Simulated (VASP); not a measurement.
# Au (I4/mmm) in VASP: a series of runs, part 2 of 2

VASP 6.6.1. The steps go on from the part before.

## (3) Single point, PBEsol (strain -0.0150 x Voigt [0, 0, 1, 0, 0, 0])

INCAR reads:

```
SYSTEM = Au
ALGO = Fast
EDIFF = 1E-7
ENCUT = 520
GGA = PS
ISIF = 2
ISMEAR = 0
LASPH = .TRUE.
LCHARG = .FALSE.
LREAL = .FALSE.
LWAVE = .FALSE.
NBANDS = 12
NELM = 100
PREC = Accurate
SIGMA = 0.15
```

KPOINTS reads:

```
k-points
0
G
  20 20 20
  0 0 0
```

POSCAR reads:

```
Au
1.0
   -1.6572690000      1.6572690000      1.6324099650
    1.6572690000     -1.6572690000      1.6324099650
    1.6572690000      1.6572690000     -1.6324099650
Au
1
Direct
    0.0000000000      0.0000000000      0.0000000000
```

Potentials or basis: VASP PAW PBE potentials, release 64 (Au).

Started as:

```console
> cat potpaw_PBE.64/Au/POTCAR > POTCAR
> mpirun -np 1 vasp_std > vasp.out
```

OUTCAR:

```text
SYSTEM = Au
   EDIFF = 1E-7
   ENCUT = 520
   GGA = PS
   ISIF = 2
   ISMEAR = 0
   LASPH = .TRUE.
   LREAL = .FALSE.
   NELM = 100
   PREC = Accurate

 ion  position               nearest neighbor table
   1  0.000  0.000  0.000-

  LATTYP: Found a body centered tetragonal cell.
 ALAT       =     3.3145380000
 C/A-ratio  =     0.9850000000

  Lattice vectors:

 A1 = (  -1.6572690000,   1.6572690000,   1.6324099650)
 A2 = (   1.6572690000,  -1.6572690000,   1.6324099650)
 A3 = (   1.6572690000,   1.6572690000,  -1.6324099650)

Analysis of symmetry for initial positions (statically):
=====================================================================
 Subroutine PRICEL returns:
 Original cell was already a primitive cell.

 Routine SETGRP: Setting up the symmetry group for a
 body centered tetragonal supercell.

 Subroutine GETGRP returns: Found 16 space group operations
 (whereof 16 operations were pure point group operations)
 out of a pool of 16 trial point group operations.

The static configuration has the point symmetry D_4h.

Analysis of symmetry for dynamics (positions and initial velocities):
=====================================================================
 Subroutine PRICEL returns:
 Original cell was already a primitive cell.

 Routine SETGRP: Setting up the symmetry group for a
 body centered tetragonal supercell.

 Subroutine GETGRP returns: Found 16 space group operations
 (whereof 16 operations were pure point group operations)
 out of a pool of 16 trial point group operations.

The dynamic configuration has the point symmetry D_4h.

 Subroutine INISYM returns: Found 16 space group operations
 (whereof 16 operations are pure point group operations),
 and found     1 'primitive' translations

----------------------------------------------------------------------------------------

                                     Primitive cell
[... 111 lines left out ...]
  Fermi-wavevector in a.u.,A,eV,Ry     =   1.390958  2.628529 26.324060  1.934764
  Thomas-Fermi vector in A             =   2.514843
   LORBIT       =      0    0 simple, 1 ext, 2 COOP (PROOUT), +10 PAW based schemes
   GGA     = PS    functional components
   LHFCALC =     F    Hartree Fock is set to
   AEXX    =    0.0000 exact exchange contribution
   IVDW    =     0    specifies the selected vdW correction
   LEPSILON=     F    determine dielectric tensor
   LRPA    =     F    only Hartree local field effects (RPA)
 non-spin polarized calculation
 RMM-DIIS sequential band-by-band and
 Gauss-broadening in eV      SIGMA  =   0.15
  energy-cutoff  :      520.00
  volume of cell :       17.93
 maximum number of plane-waves:       494
 NGX is ok and might be reduce to    24
   NGX = 11   NGY = 11   NGZ = 11

 number of electron      10.9999999 magnetization

 Free energy of the ion-electron system (eV)
  ---------------------------------------------------
  ext. energy  EPLUGINS =         0.00000000
  ---------------------------------------------------
  free energy    TOTEN  =        -3.88197161 eV

  energy without entropy =       -3.87941078  energy(sigma->0) =       -3.88069119

 E-fermi :   8.4737     XC(G=0): -12.5870

 val. band max:        8.4326651948   @ k =  -0.1000  -0.4500   0.1000
 cond. band min:       8.4913579359   @ k =  -0.2000  -0.4000   0.2000
 fundamental gap:      0.0586927411
 Fermi energy:         8.4737013080

 k-point     1 :       0.0000    0.0000    0.0000
  band No.  band energies     occupation
      1      -0.9305      2.00000
      2       3.8020      2.00000
      3       3.8954      2.00000
      4       3.8954      2.00000
      5       5.6051      2.00000
      6       5.7139      2.00000
      7      24.8441      0.00000
      8      24.8441      0.00000
      9      25.1090      0.00000
     10      31.6846      0.00000
     11      31.6846      0.00000
     12      32.1607      0.00000
[... 331 lines left out ...]
 k-point    24 :      -0.3500    0.0500    0.0000
  band No.  band energies     occupation
      1       1.5684      2.00000
      2       3.0962      2.00000
      3       4.5569      2.00000
      4       5.4652      2.00000
      5       5.7893      2.00000
      6       6.1616      2.00000
      7      17.1393      0.00000
      8      21.9335      0.00000
      9      23.7931      0.00000
     10      28.2689      0.00000
     11      29.1095      0.00000
     12      31.5539      0.00000

 [... further k-points ...]
[... 5 lines left out ...]
  --------------------------------------------------------------------------------------
  -------------------------------------------------------------------------------------
  Total       -0.8728825     -0.8728825     -0.8755680      0.0000000      0.0000000      0.0000000
  in kB      -77.9814195    -77.9814195    -78.2213361      0.0000000      0.0000000      0.0000000
  external PRESSURE =     -78.0613917 kB  Pullay stress =       0.0000000 kB

 VOLUME and BASIS-vectors are now :
 -----------------------------------------------------------------------------
  energy-cutoff  :      520.00
  volume of cell :       17.93
      direct lattice vectors                 reciprocal lattice vectors
    -1.657269000  1.657269000  1.632409965     0.000000000  0.301701172  0.306295606
     1.657269000 -1.657269000  1.632409965     0.301701172  0.000000000  0.306295606
     1.657269000  1.657269000 -1.632409965     0.301701172  0.301701172  0.000000000

 POSITION                                       TOTAL-FORCE (eV/Angst)
 -----------------------------------------------------------------------------------
      0.00000      0.00000      0.00000         0.000000     -0.000000      0.000000
 -----------------------------------------------------------------------------------
    total drift:                               -0.000000      0.000000      0.000000

  FREE ENERGIE OF THE ION-ELECTRON SYSTEM (eV)
  ---------------------------------------------------
  free  energy   TOTEN  =        -3.8819716118 eV

  energy  without entropy=       -3.8794107775  energy(sigma->0) =       -3.88069119
```

OSZICAR:

```text
N       E                     dE             d eps       ncg     rms          rms(c)
DAV:   1     0.482268088129E+02    0.48227E+02   -0.55754E+03 16016   0.813E+02
DAV:   2    -0.354198710254E+01   -0.51769E+02   -0.48795E+02 18280   0.183E+02
DAV:   3    -0.422979362445E+01   -0.68781E+00   -0.68708E+00 18188   0.205E+01
DAV:   4    -0.423207983024E+01   -0.22862E-02   -0.22861E-02 17552   0.137E+00
DAV:   5    -0.423209668773E+01   -0.16857E-04   -0.16857E-04 18208   0.113E-01    0.795E+00
RMM:   6    -0.390335447890E+01    0.32874E+00   -0.40624E-01 15414   0.523E+00    0.504E+00
RMM:   7    -0.388469590669E+01    0.18659E-01   -0.36045E-02 16446   0.176E+00    0.271E+00
RMM:   8    -0.388203560632E+01    0.26603E-02   -0.32630E-03 17062   0.499E-01    0.411E-01
RMM:   9    -0.388196967472E+01    0.65932E-04   -0.51754E-04 17894   0.192E-01    0.107E-01
RMM:  10    -0.388197194699E+01   -0.22723E-05   -0.73513E-05 17791   0.658E-02    0.657E-02
RMM:  11    -0.388197160532E+01    0.34167E-06   -0.12965E-05 17799   0.247E-02    0.111E-02
RMM:  12    -0.388197167215E+01   -0.66828E-07   -0.16332E-06 16968   0.820E-03    0.100E-02
RMM:  13    -0.388197161185E+01    0.60299E-07   -0.40557E-07 14828   0.428E-03
   1 F= -.38819716E+01 E0= -.38806912E+01  d E =-.256083E-02
```

Wall time 44 s (1 thread of Intel Xeon 6975P-C (Granite Rapids), shared host); peak memory 0.25 GiB.

Results:

```yaml
Free_energy: -3.8820 eV
Pressure: -7.8 GPa
```

Levels at points of the mesh, in eV from the Fermi level:
```tsv
k point	band 3	band 4	band 5	band 6	band 7	band 8	band 9	band 10
(0.00, 0.00, 0.00)	-4.58	-4.58	-2.87	-2.76	16.37	16.37	16.64	23.21
(0.50, 0.00, 0.00)	-2.93	-2.60	-1.40	-0.47	3.28	12.22	13.39	20.90
(0.50, 0.50, 0.00)	-3.03	-2.66	-1.41	-0.56	3.16	12.44	13.73	21.36
(0.50, 0.50, 0.50)	-1.76	-1.76	-1.73	6.04	6.04	6.46	9.06	15.27
```

Caveat: the cell differs from its parent crystal (strain -0.0150 x Voigt [0, 0, 1, 0, 0, 0]); the PAW data sets were made with another functional, which shifts forces and pressure a little; spin-orbit coupling is left out, which moves the levels of the heavy elements.

## (4) Single point, PBEsol (strain -0.0100 x Voigt [0, 0, 1, 0, 0, 0])

INCAR reads:

```
PREC = Accurate
ENCUT = 520
EDIFF = 1E-6
ISMEAR = 0
SIGMA = 0.15
LREAL = False
LASPH = True
NELM = 80
ALGO = Normal
ISIF = 2
LWAVE = False
LCHARG = True
GGA = PS
LELF = True
LVHAR = True
NBANDS = 12
```

KPOINTS reads:

```
regular mesh
0
Gamma
  20 20 20
```

POSCAR reads:

```
Au
1.0
   -1.6572690000      1.6572690000      1.6406963100
    1.6572690000     -1.6572690000      1.6406963100
    1.6572690000      1.6572690000     -1.6406963100
Au
1
Direct
    0.0000000000      0.0000000000      0.0000000000
```

Potentials or basis: VASP PAW PBE potentials, release 64 (Au).

Started as:

```console
> cat potpaw_PBE.64/Au/POTCAR > POTCAR
> mpirun -np 1 vasp_std > vasp.out
```

OUTCAR:

```text
PREC = Accurate
   ENCUT = 520
   EDIFF = 1E-6
   ISMEAR = 0
   LREAL = False
   LASPH = True
   NELM = 80
   ISIF = 2
   GGA = PS

 ion  position               nearest neighbor table
   1  0.000  0.000  0.000-

  LATTYP: Found a body centered tetragonal cell.
 ALAT       =     3.3145380000
 C/A-ratio  =     0.9900000000

  Lattice vectors:

 A1 = (  -1.6572690000,   1.6572690000,   1.6406963100)
 A2 = (   1.6572690000,  -1.6572690000,   1.6406963100)
 A3 = (   1.6572690000,   1.6572690000,  -1.6406963100)

Analysis of symmetry for initial positions (statically):
=====================================================================
 Subroutine PRICEL returns:
 Original cell was already a primitive cell.

 Routine SETGRP: Setting up the symmetry group for a
 body centered tetragonal supercell.

 Subroutine GETGRP returns: Found 16 space group operations
 (whereof 16 operations were pure point group operations)
 out of a pool of 16 trial point group operations.

The static configuration has the point symmetry D_4h.

Analysis of symmetry for dynamics (positions and initial velocities):
[... 161 lines left out ...]
 cond. band min:       8.4629141575   @ k =   0.5000   0.4000  -0.0000
 fundamental gap:      0.0767233316
 Fermi energy:         8.3925234493

 k-point     1 :       0.0000    0.0000    0.0000
  band No.  band energies     occupation
      1      -0.9589      2.00000
      2       3.7694      2.00000
      3       3.8308      2.00000
      4       3.8308      2.00000
      5       5.5571      2.00000
      6       5.6283      2.00000
      7      24.7913      0.00000
      8      24.7913      0.00000
      9      24.9656      0.00000
     10      31.5663      0.00000
     11      31.5663      0.00000
     12      31.8788      0.00000
[... 331 lines left out ...]
 k-point    24 :      -0.3500    0.0500    0.0000
  band No.  band energies     occupation
      1       1.5278      2.00000
      2       3.0585      2.00000
      3       4.5000      2.00000
      4       5.3875      2.00000
      5       5.7231      2.00000
      6       6.0889      2.00000
      7      16.9973      0.00000
      8      21.8590      0.00000
      9      23.6996      0.00000
     10      28.1691      0.00000
     11      29.0039      0.00000
     12      31.3607      0.00000

 [... further k-points ...]
[... 5 lines left out ...]
  --------------------------------------------------------------------------------------
  -------------------------------------------------------------------------------------
  Total       -0.9521758     -0.9521758     -0.9527547      0.0000000     -0.0000000      0.0000000
  in kB      -84.6356895    -84.6356895    -84.6871448      0.0000000     -0.0000000      0.0000000
  external PRESSURE =     -84.6528413 kB  Pullay stress =       0.0000000 kB

 VOLUME and BASIS-vectors are now :
 -----------------------------------------------------------------------------
  energy-cutoff  :      520.00
  volume of cell :       18.02
      direct lattice vectors                 reciprocal lattice vectors
    -1.657269000  1.657269000  1.640696310     0.000000000  0.301701172  0.304748659
     1.657269000 -1.657269000  1.640696310     0.301701172  0.000000000  0.304748659
     1.657269000  1.657269000 -1.640696310     0.301701172  0.301701172  0.000000000

 POSITION                                       TOTAL-FORCE (eV/Angst)
 -----------------------------------------------------------------------------------
      0.00000      0.00000      0.00000        -0.000000     -0.000000     -0.000000
 -----------------------------------------------------------------------------------
    total drift:                                0.000000      0.000000      0.000000

  FREE ENERGIE OF THE ION-ELECTRON SYSTEM (eV)
  ---------------------------------------------------
  free  energy   TOTEN  =        -3.8774047006 eV

  energy  without entropy=       -3.8748759877  energy(sigma->0) =       -3.87614034
```

Run time: 34 s. Hardware: 1 thread of Intel Xeon 6975P-C (Granite Rapids), shared host; peak memory 0.25 GiB.

What came out:

* Free energy: -3.8774 eV
* Pressure: -8.5 GPa

Caveat: the cell differs from its parent crystal (strain -0.0100 x Voigt [0, 0, 1, 0, 0, 0]); the PAW data sets were made with another functional, which shifts forces and pressure a little; spin-orbit coupling is left out, which moves the levels of the heavy elements.

## (5) Single point, PBEsol (strain -0.0050 x Voigt [0, 0, 1, 0, 0, 0])

INCAR reads:

```
SYSTEM = Au
PREC = Accurate
ENCUT = 520
EDIFF = 1E-7
ISMEAR = 0
SIGMA = 0.15
LREAL = .FALSE.
LASPH = .TRUE.
NELM = 60
ALGO = Normal
ISIF = 2
LWAVE = .FALSE.
LCHARG = .FALSE.
GGA = PS
NBANDS = 12
```

KPOINTS reads:

```
Automatic mesh
0
G
  20 20 20
  0 0 0
```

POSCAR reads:

```
Au
1.0
   -1.6572690000      1.6572690000      1.6489826550
    1.6572690000     -1.6572690000      1.6489826550
    1.6572690000      1.6572690000     -1.6489826550
Au
1
Direct
    0.0000000000      0.0000000000      0.0000000000
```

Potentials or basis: VASP PAW PBE potentials, release 64 (Au).

Started as:

```console
> cat potpaw_PBE.64/Au/POTCAR > POTCAR
> mpirun -np 1 vasp_std > vasp.out
```

OUTCAR:

```text
SYSTEM = Au
   PREC = Accurate
   ENCUT = 520
   EDIFF = 1E-7
   ISMEAR = 0
   LREAL = .FALSE.
   LASPH = .TRUE.
   NELM = 60
   ISIF = 2
   GGA = PS

 ion  position               nearest neighbor table
   1  0.000  0.000  0.000-

  LATTYP: Found a body centered tetragonal cell.
 ALAT       =     3.3145380000
 C/A-ratio  =     0.9950000000

  Lattice vectors:

 A1 = (  -1.6572690000,   1.6572690000,   1.6489826550)
 A2 = (   1.6572690000,  -1.6572690000,   1.6489826550)
 A3 = (   1.6572690000,   1.6572690000,  -1.6489826550)

Analysis of symmetry for initial positions (statically):
=====================================================================
 Subroutine PRICEL returns:
 Original cell was already a primitive cell.

 Routine SETGRP: Setting up the symmetry group for a
 body centered tetragonal supercell.

 Subroutine GETGRP returns: Found 16 space group operations
 (whereof 16 operations were pure point group operations)
 out of a pool of 16 trial point group operations.

The static configuration has the point symmetry D_4h.

Analysis of symmetry for dynamics (positions and initial velocities):
[... 161 lines left out ...]
 cond. band min:       8.3973174256   @ k =   0.5000   0.4000   0.0000
 fundamental gap:      0.1364822491
 Fermi energy:         8.3129703150

 k-point     1 :       0.0000    0.0000    0.0000
  band No.  band energies     occupation
      1      -0.9870      2.00000
      2       3.7369      2.00000
      3       3.7671      2.00000
      4       3.7671      2.00000
      5       5.5084      2.00000
      6       5.5434      2.00000
      7      24.7385      0.00000
      8      24.7385      0.00000
      9      24.8245      0.00000
     10      31.4492      0.00000
     11      31.4492      0.00000
     12      31.6035      0.00000
[... 331 lines left out ...]
 k-point    24 :      -0.3500    0.0500    0.0000
  band No.  band energies     occupation
      1       1.4875      2.00000
      2       3.0211      2.00000
      3       4.4437      2.00000
      4       5.3103      2.00000
      5       5.6575      2.00000
      6       6.0169      2.00000
      7      16.8571      0.00000
      8      21.7858      0.00000
      9      23.6069      0.00000
     10      28.0702      0.00000
     11      28.8994      0.00000
     12      31.1676      0.00000

 [... further k-points ...]
[... 5 lines left out ...]
  --------------------------------------------------------------------------------------
  -------------------------------------------------------------------------------------
  Total       -1.0258533     -1.0258533     -1.0254977      0.0000000      0.0000000      0.0000000
  in kB      -90.7264130    -90.7264130    -90.6949613      0.0000000      0.0000000      0.0000000
  external PRESSURE =     -90.7159291 kB  Pullay stress =       0.0000000 kB

 VOLUME and BASIS-vectors are now :
 -----------------------------------------------------------------------------
  energy-cutoff  :      520.00
  volume of cell :       18.12
      direct lattice vectors                 reciprocal lattice vectors
    -1.657269000  1.657269000  1.648982655     0.000000000  0.301701172  0.303217259
     1.657269000 -1.657269000  1.648982655     0.301701172  0.000000000  0.303217259
     1.657269000  1.657269000 -1.648982655     0.301701172  0.301701172  0.000000000

 POSITION                                       TOTAL-FORCE (eV/Angst)
 -----------------------------------------------------------------------------------
      0.00000      0.00000      0.00000         0.000000     -0.000000      0.000000
 -----------------------------------------------------------------------------------
    total drift:                               -0.000000      0.000000      0.000000

  FREE ENERGIE OF THE ION-ELECTRON SYSTEM (eV)
  ---------------------------------------------------
  free  energy   TOTEN  =        -3.8724922763 eV

  energy  without entropy=       -3.8699595612  energy(sigma->0) =       -3.87122592
```

OSZICAR:

```text
N       E                     dE             d eps       ncg     rms          rms(c)
DAV:   1     0.480515639872E+02    0.48052E+02   -0.55347E+03 16072   0.810E+02
DAV:   2    -0.352378212619E+01   -0.51575E+02   -0.48490E+02 18148   0.183E+02
DAV:   3    -0.421932138221E+01   -0.69554E+00   -0.69495E+00 18244   0.206E+01
DAV:   4    -0.422162727500E+01   -0.23059E-02   -0.23058E-02 17436   0.137E+00
DAV:   5    -0.422164455238E+01   -0.17277E-04   -0.17278E-04 18188   0.114E-01    0.771E+00
DAV:   6    -0.389360939172E+01    0.32804E+00   -0.98816E-01 16464   0.770E+00    0.495E+00
DAV:   7    -0.387527503611E+01    0.18334E-01   -0.56244E-02 17864   0.184E+00    0.266E+00
DAV:   8    -0.387250547689E+01    0.27696E-02   -0.10414E-03 17092   0.287E-01    0.276E-01
DAV:   9    -0.387248878279E+01    0.16694E-04   -0.82596E-06 16928   0.237E-02    0.133E-02
DAV:  10    -0.387249231112E+01   -0.35283E-05   -0.13133E-06 17628   0.101E-02    0.388E-03
DAV:  11    -0.387249227627E+01    0.34851E-07   -0.69240E-08 11296   0.208E-03
   1 F= -.38724923E+01 E0= -.38712259E+01  d E =-.253272E-02
```

It took 30 s on 1 thread of Intel Xeon 6975P-C (Granite Rapids), shared host; peak memory 0.25 GiB.

Results:

```yaml
Free_energy: -3.8725 eV
Pressure: -9.1 GPa
```

Caveat: the cell differs from its parent crystal (strain -0.0050 x Voigt [0, 0, 1, 0, 0, 0]); the PAW data sets were made with another functional, which shifts forces and pressure a little; spin-orbit coupling is left out, which moves the levels of the heavy elements.

## (6) Overview

| cell | gap on the mesh (eV) | pressure (GPa) |
| --- | --- | --- |
| a = 2.851 Å, angles 108.9, 108.9, 110.6°, 1 atom | none | -7.1 |
| a = 2.856 Å, angles 109.1, 109.1, 110.3°, 1 atom | none | -7.8 |
| a = 2.861 Å, angles 109.2, 109.2, 110.0°, 1 atom | none | -8.5 |
| a = 2.866 Å, angles 109.3, 109.3, 109.7°, 1 atom | none | -9.1 |

Alike in all rows: task single point; level PBEsol; potentials or basis VASP PAW PBE potentials, release 64 (Au); no spin polarisation; k mesh 20 × 20 × 20; cutoff (eV) 520; smearing gaussian 0.15 eV.

Caveats: the PAW data sets were made with another functional, which shifts forces and pressure a little; spin-orbit coupling is left out, which moves the levels of the heavy elements.

Total energies depend on the potentials used, so only differences within one code and one set of settings carry meaning.
